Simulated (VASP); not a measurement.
TePb:

```
CELL_PARAMETERS angstrom
4.05495 0.00000 0.00000
0.00000 4.05495 0.00000
0.00000 0.00000 4.05495
ATOMIC_POSITIONS crystal
Pb 0.00000 0.00000 0.00000
Te 0.50000 0.50000 0.50000
```

This cell differs from its parent crystal: volume scaled by 1.04.

Base run:

| Quantity | Value |
| --- | --- |
| Program | VASP 6.6.1 |
| Functional | PBE |
| Potentials or basis | VASP PAW PBE potentials, release 64 (Pb_d, Te) |
| Cutoff | 520 eV |
| k mesh | 7 × 7 × 7 |
| Occupations | fermi-dirac, width 0.05 eV |
| Spin | no spin polarisation |

Its results: band gap on the k mesh zero (band 10 reaches 6.12 eV, above the bottom of band 11 at 5.42 eV); pressure -1.6 GPa.

Question: The run is repeated on the same cell with these changes: functional from PBE to HF; k mesh from 7 × 7 × 7 to 4 × 4 × 4. What comes out?

Answer: Band gap on the k mesh zero (band 10 reaches 6.84 eV, above the bottom of band 11 at 5.47 eV); pressure 1.3 GPa.

Several settings changed at once, so the effect can't be laid on one alone.

Caveats: some runs use coarse meshes; spin-orbit coupling is left out, which moves the levels of the heavy elements; the PAW data sets were made with another functional, which shifts forces and pressure a little (some runs).
